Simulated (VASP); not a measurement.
# La6N (P-3m1) in VASP: notebook

The runs below take La6N through single point, with PBE.

Program: VASP 6.6.1. These are calculated values, not measurements. Logs are shortened: lines on timing, memory, paths and dates and some standing lists are left out, and cuts for length are marked.

## Step 1: The cell of the first run

Symmetry: P-3m1, No. 164, trigonal system. Conventional cell: a = 3.743 Å, b = 3.743 Å, c = 18.493 Å, α = 90.00°, β = 90.00°, γ = 120.00°. Within 4.7 Å of La (site symmetry 3m) lie 12 La at 3.60 to 3.74 Å. Within 3.4 Å of La (site symmetry 3m) lie 3 N at 2.57 Å. La (site symmetry 3m) has 12 La at 3.60 to 4.08 Å within 4.7 Å. Within 3.4 Å of N (site symmetry -3m) lie 6 La at 2.57 Å.

## Step 2: Single point, PBE

Contents of INCAR:

```
PREC = Accurate
ENCUT = 520
EDIFF = 1E-6
ISMEAR = 0
SIGMA = 0.2
LREAL = F
LASPH = T
NELM = 80
ALGO = Normal
ISIF = 2
LWAVE = F
LCHARG = F
GGA = PE
NBANDS = 44
```

Contents of KPOINTS:

```
regular mesh
0
Gamma
  5 5 1
```

Contents of POSCAR:

```
La6N
1.0
    3.7427904021      0.0000000000      0.0000000000
   -1.8713952011      3.2413515693      0.0000000000
    0.0000000000      0.0000000000     18.4929676165
La N
6 1
Direct
    0.3333333333      0.6666666667      0.4179907252
    0.6666666667      0.3333333333      0.5820092748
    0.3333333333      0.6666666667      0.0752124841
    0.6666666667      0.3333333333      0.9247875159
    0.0000000000      0.0000000000      0.7377969068
    0.0000000000      0.0000000000      0.2622030932
    0.0000000000      0.0000000000      0.0000000000
```

Potentials or basis: VASP PAW PBE potentials, release 64 (La, N).

On the command line:

```bash
cat potpaw_PBE.64/La/POTCAR potpaw_PBE.64/N/POTCAR > POTCAR
mpirun -np 1 vasp_std > vasp.out
```

OUTCAR:

```text
PREC = Accurate
   ENCUT = 520
   EDIFF = 1E-6
   ISMEAR = 0
   LREAL = F
   LASPH = T
   NELM = 80
   ISIF = 2
   GGA = PE

 ion  position               nearest neighbor table
   1  0.333  0.667  0.418-   6 3.60   6 3.60   6 3.60
   2  0.667  0.333  0.582-   5 3.60   5 3.60   5 3.60
   3  0.333  0.667  0.075-   7 2.57   7 2.57   7 2.57   4 3.52   4 3.52   4 3.52
   4  0.667  0.333  0.925-   7 2.57   7 2.57   7 2.57   3 3.52   3 3.52   3 3.52
   5  0.000  0.000  0.738-   2 3.60   2 3.60   2 3.60
   6  0.000  0.000  0.262-   1 3.60   1 3.60   1 3.60
   7  0.000  0.000  0.000-   3 2.57   4 2.57   4 2.57   3 2.57   4 2.57   3 2.57

  LATTYP: Found a hexagonal cell.
 ALAT       =     3.7427904021
 C/A-ratio  =     4.9409573152

  Lattice vectors:

 A1 = (   3.7427904021,   0.0000000000,   0.0000000000)
 A2 = (  -1.8713952011,   3.2413515693,   0.0000000000)
 A3 = (   0.0000000000,   0.0000000000,  18.4929676165)

Analysis of symmetry for initial positions (statically):
=====================================================================
 Subroutine PRICEL returns:
 Original cell was already a primitive cell.

 Routine SETGRP: Setting up the symmetry group for a
 hexagonal supercell.

 Subroutine GETGRP returns: Found 12 space group operations
 (whereof 12 operations were pure point group operations)
 out of a pool of 24 trial point group operations.

The static configuration has the point symmetry D_3d.

Analysis of symmetry for dynamics (positions and initial velocities):
=====================================================================
 Subroutine PRICEL returns:
 Original cell was already a primitive cell.

 Routine SETGRP: Setting up the symmetry group for a
 hexagonal supercell.

 Subroutine GETGRP returns: Found 12 space group operations
 (whereof 12 operations were pure point group operations)
 out of a pool of 24 trial point group operations.

The dynamic configuration has the point symmetry D_3d.

 Subroutine INISYM returns: Found 12 space group operations
 (whereof 12 operations are pure point group operations),
 and found     1 'primitive' translations

----------------------------------------------------------------------------------------

                                     Primitive cell

  volume of cell :     224.3511

  direct lattice vectors                    reciprocal lattice vectors
     3.742790402  0.000000000  0.000000000     0.267180337  0.154256639  0.000000000
    -1.871395201  3.241351569  0.000000000     0.000000000  0.308513279  0.000000000
     0.000000000  0.000000000 18.492967616     0.000000000  0.000000000  0.054074609

  length of vectors
     3.742790402  3.742790402 18.492967616     0.308513279  0.308513279  0.054074609

  position of ions in fractional coordinates (direct lattice)
     0.333333333  0.666666667  0.417990725
     0.666666667  0.333333333  0.582009275
     0.333333333  0.666666667  0.075212484
     0.666666667  0.333333333  0.924787516
     0.000000000  0.000000000  0.737796907
     0.000000000  0.000000000  0.262203093
     0.000000000  0.000000000  0.000000000

  ion indices of the primitive-cell ions
   primitive index   ion index
                 1           1
                 2           2
                 3           3
                 4           4
                 5           5
                 6           6
                 7           7

----------------------------------------------------------------------------------------

 KPOINTS: regular mesh

Automatic generation of k-mesh.
 Grid dimensions read from file:
 generate k-points for:    5    5    1

 Generating k-lattice:

  Cartesian coordinates                     Fractional coordinates (reciprocal lattice)
     0.053436067  0.030851328  0.000000000     0.200000000 -0.000000000  0.000000000
     0.000000000  0.061702656  0.000000000     0.000000000  0.200000000  0.000000000
     0.000000000  0.000000000  0.054074609     0.000000000  0.000000000  1.000000000

  Length of vectors
     0.061702656  0.061702656  0.054074609

  Shift w.r.t. Gamma in fractional coordinates (k-lattice)
     0.000000000  0.000000000  0.000000000

 Subroutine IBZKPT returns following result:
 ===========================================

 Found      5 irreducible k-points:

 Following reciprocal coordinates:
            Coordinates               Weight
  0.000000  0.000000  0.000000      1.000000
  0.200000 -0.000000  0.000000      6.000000
  0.400000 -0.000000  0.000000      6.000000
  0.200000  0.200000  0.000000      6.000000
  0.400000  0.200000  0.000000      6.000000
   k-points           NKPTS =      5   k-points in BZ     NKDIM =      5   number of bands    NBANDS=     44
   number of dos      NEDOS =    301   number of ions     NIONS =      7
   total plane-waves  NPLWV = 109760
   dimension x,y,z NGX =    28 NGY =   28 NGZ =  140
   dimension x,y,z NGXF=    56 NGYF=   56 NGZF=  280
   ions per type =               6   1
   NGX,Y,Z   is equivalent  to a cutoff of  12.44, 12.44, 12.59 a.u.
   NGXF,Y,Z  is equivalent  to a cutoff of  24.87, 24.87, 25.17 a.u.
 SYSTEM =  unknown system
   PREC   = accura    normal or accurate (medium, high low for compatibility)
   ISTART =      0    job   : 0-new  1-cont  2-samecut
   ICHARG =      2    charge: 1-file 2-atom 10-const
   ISPIN  =      1    spin polarized calculation?
   LNONCOLLINEAR =      F non collinear calculations
   LSORBIT =      F    spin-orbit coupling
   LASPH  =      T    aspherical Exc in radial PAW
   ENCUT  =  520.0 eV  38.22 Ry    6.18 a.u.   6.96  6.96 34.38*2*pi/ulx,y,z
   NELM   =     80;   NELMIN=  2; NELMDL= -5     # of ELM steps
   EDIFF  = 0.1E-05   stopping-criterion for ELM
   LREAL  =      F    real-space projection
   EDIFFG = 0.1E-04   stopping-criterion for IOM
   NSW    =      0    number of steps for IOM
   IBRION =     -1    ionic relax: 0-MD 1-quasi-New 2-CG
   NFREE  =      0    steps in history (QN), initial steepest desc. (CG)
   ISIF   =      2    stress and relaxation
   ISYM   =      2    0-nonsym 1-usesym 2-fastsym
   POTIM  = 0.5000    time-step for ionic-motion
   TEBEG  =    0.0;   TEEND  =   0.0 temperature during run
   PSTRESS=    0.0 pullay stress
   NELECT =      71.0000    total number of electrons
   NUPDOWN=      -1.0000    fix difference up-down
   EMIN   =  10.00;   EMAX   =-10.00  energy-range for DOS
   EFERMI =   0.00;   METHOD = LEGACY
   ISMEAR =     0;   SIGMA  =   0.20  broadening in eV -4-tet -1-fermi 0-gaus
   EFERMI_NEDOS =   21; number of points for ismear=-14 and -15
   IALGO  =     38    algorithm
   IMIX   =      4    mixing-type and parameters
     AMIX     =   0.40;   BMIX     =  1.00
     AMIX_MAG =   1.60;   BMIX_MAG =  1.00
  volume/ion in A,a.u.               =      32.05       216.29
  Fermi-wavevector in a.u.,A,eV,Ry     =   1.115625  2.108225 16.934068  1.244619
  Thomas-Fermi vector in A             =   2.252231
   LORBIT       =      0    0 simple, 1 ext, 2 COOP (PROOUT), +10 PAW based schemes
   GGA     = PE    functional components
   LHFCALC =     F    Hartree Fock is set to
   AEXX    =    0.0000 exact exchange contribution
   IVDW    =     0    specifies the selected vdW correction
   LEPSILON=     F    determine dielectric tensor
   LRPA    =     F    only Hartree local field effects (RPA)
 non-spin polarized calculation
 Gauss-broadening in eV      SIGMA  =   0.20
  energy-cutoff  :      520.00
  volume of cell :      224.35
 maximum number of plane-waves:      6059
 NGX is ok and might be reduce to    28
   NGX = 13   NGY = 13   NGZ = 69

 number of electron      71.0000001 magnetization

 Free energy of the ion-electron system (eV)
  ---------------------------------------------------
  ext. energy  EPLUGINS =         0.00000000
  ---------------------------------------------------
  free energy    TOTEN  =       -40.23609517 eV

  energy without entropy =      -40.02170206  energy(sigma->0) =      -40.12889861

 E-fermi :   7.9814     XC(G=0):  -9.6908

 val. band max:        7.9576585444   @ k =   0.0000   0.0000   0.0000
 cond. band min:       8.0184968567   @ k =   0.2000  -0.0000   0.0000
 fundamental gap:      0.0608383123
 Fermi energy:         7.9813715201

 k-point     1 :       0.0000    0.0000    0.0000
  band No.  band energies     occupation
      1     -24.8302      2.00000
      2     -24.8137      2.00000
      3     -24.6557      2.00000
      4     -24.6232      2.00000
      5     -24.5642      2.00000
      6     -24.4084      2.00000
[... 36 lines left out ...]
     43       9.4721      0.00000
     44       9.4840      0.00000

 k-point     2 :       0.2000   -0.0000    0.0000
  band No.  band energies     occupation
      1     -24.7734      2.00000
      2     -24.7624      2.00000
      3     -24.6120      2.00000
      4     -24.5567      2.00000
      5     -24.5341      2.00000
      6     -24.3764      2.00000
[... 36 lines left out ...]
     43       9.4426      0.00000
     44       9.5336      0.00000

 k-point     3 :       0.4000   -0.0000    0.0000
  band No.  band energies     occupation
      1     -24.6775      2.00000
      2     -24.6754      2.00000
      3     -24.5377      2.00000
      4     -24.4932      2.00000
      5     -24.4305      2.00000
      6     -24.3372      2.00000
[... 36 lines left out ...]
     43       9.4673      0.00000
     44       9.6641      0.00000

 k-point     4 :       0.2000    0.2000    0.0000
  band No.  band energies     occupation
      1     -24.6964      2.00000
      2     -24.6926      2.00000
      3     -24.5531      2.00000
      4     -24.4993      2.00000
      5     -24.4583      2.00000
      6     -24.3416      2.00000
[... 36 lines left out ...]
     43       9.0932      0.00000
     44       9.1739      0.00000

 k-point     5 :       0.4000    0.2000    0.0000
  band No.  band energies     occupation
      1     -24.6475      2.00000
      2     -24.6472      2.00000
      3     -24.5086      2.00000
      4     -24.4873      2.00000
      5     -24.3789      2.00000
      6     -24.3368      2.00000
[... 36 lines left out ...]
     43       9.4490      0.00000
     44       9.6122      0.00000

------------------------ aborting loop because EDIFF is reached ----------------------------------------

  FORCE on cell =-STRESS in cart. coord.  units (eV):
  Direction    XX          YY          ZZ          XY          YZ          ZX
  --------------------------------------------------------------------------------------
  -------------------------------------------------------------------------------------
  Total        0.4775007      0.4775007      1.0398731     -0.0000000     -0.0000000      0.0000000
  in kB        3.4100157      3.4100157      7.4261318     -0.0000000     -0.0000000      0.0000000
  external PRESSURE =       4.7487211 kB  Pullay stress =       0.0000000 kB

 VOLUME and BASIS-vectors are now :
 -----------------------------------------------------------------------------
  energy-cutoff  :      520.00
  volume of cell :      224.35
      direct lattice vectors                 reciprocal lattice vectors
     3.742790402  0.000000000  0.000000000     0.267180337  0.154256639  0.000000000
    -1.871395201  3.241351569  0.000000000     0.000000000  0.308513279  0.000000000
     0.000000000  0.000000000 18.492967616     0.000000000  0.000000000  0.054074609

 POSITION                                       TOTAL-FORCE (eV/Angst)
 -----------------------------------------------------------------------------------
     -0.00000      2.16090      7.72989        -0.000000      0.000000     -0.006481
      1.87140      1.08045     10.76308        -0.000000     -0.000000      0.006481
     -0.00000      2.16090      1.39090         0.000000      0.000000      0.026792
      1.87140      1.08045     17.10207        -0.000000     -0.000000     -0.026792
      0.00000      0.00000     13.64405        -0.000000      0.000000     -0.003626
      0.00000      0.00000      4.84891        -0.000000     -0.000000      0.003626
      0.00000      0.00000      0.00000        -0.000000      0.000000      0.000000
 -----------------------------------------------------------------------------------
    total drift:                               -0.000000      0.000000     -0.000000

  FREE ENERGIE OF THE ION-ELECTRON SYSTEM (eV)
  ---------------------------------------------------
  free  energy   TOTEN  =       -40.2360951652 eV

  energy  without entropy=      -40.0217020610  energy(sigma->0) =      -40.12889861
```

It took 56 s on 1 thread of Intel Xeon 6975P-C (Granite Rapids), shared host; peak memory 0.32 GiB.

Results:

| Item | Value |
| --- | --- |
| Free energy | -40.2361 eV |
| Pressure | 0.5 GPa |
| Largest force | 0.027 eV/Å |

Forces on the atoms (eV/Å):
```
La   0.000  0.000 -0.006
La   0.000  0.000  0.006
La   0.000  0.000  0.027
La   0.000  0.000 -0.027
La   0.000  0.000 -0.004
La   0.000  0.000  0.004
N    0.000  0.000  0.000
```

Caveat: the k points lie up to 0.39 Å⁻¹ apart; spin-orbit coupling is left out, which moves the levels of the heavy elements.

[end of part 1 of 2]
